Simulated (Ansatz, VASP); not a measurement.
## One calculation of Pb, two programs

Contents of INCAR:

```
SYSTEM = Pb
ALGO = Normal
EDIFF = 1E-6
ENCUT = 500
GGA = PE
GGA_COMPAT = .FALSE.
ISIF = 2
ISMEAR = -1
LASPH = .TRUE.
LCHARG = .TRUE.
LELF = .TRUE.
LREAL = .FALSE.
LVHAR = .TRUE.
LWAVE = .FALSE.
NBANDS = 13
NELM = 120
PREC = Accurate
SIGMA = 0.05
```

File KPOINTS:

```
k-points
0
G
  12 12 12
  0 0 0
```

POSCAR

```
Pb
1.0
    0.0000000000      2.4279308945      2.4279308945
    2.4279308945      0.0000000000      2.4279308945
    2.4279308945      2.4279308945      0.0000000000
Pb
1
Direct
    0.0000000000      0.0000000000      0.0000000000
```

Input for Ansatz:

```yaml
crystal:
  lattice:
    - [0.0, 2.4279308945, 2.4279308945]
    - [2.4279308945, 0.0, 2.4279308945]
    - [2.4279308945, 2.4279308945, 0.0]
  atoms:
    - { symbol: Pb, position: [0.0, 0.0, 0.0] }
kpoints:
  mp_grid: { grid: [12, 12, 12] }
scf:
  occupations: { method: fermi_dirac, width: 0.05 }
hamiltonian:
  xc: pbe
  pseudopotentials: { kind: all_electron, lapw: { basis_error: 0.00025 } }
output:
  forces: true
  stress: true
  eigenvalues: true
```

Change from the starting cell: volume scaled by 0.95.

Alike in both runs: task single point; functional PBE; k mesh 12 × 12 × 12; occupations fermi-dirac, width 0.05 eV; no spin polarisation.

|  | VASP | Ansatz |
| --- | --- | --- |
| version | VASP 6.6.1 | Ansatz 0.2.0 |
| potentials or method | VASP PAW PBE potentials, release 64 (Pb_d), cutoff 500 eV | all-electron LAPW, scalar-relativistic |

```csv
,VASP,Ansatz,Ansatz less VASP
pressure (GPa),5.9,5.9,+0.07
```

Ansatz ran all-electron here, and VASP with PAW potentials.

Spin-orbit coupling is off throughout.
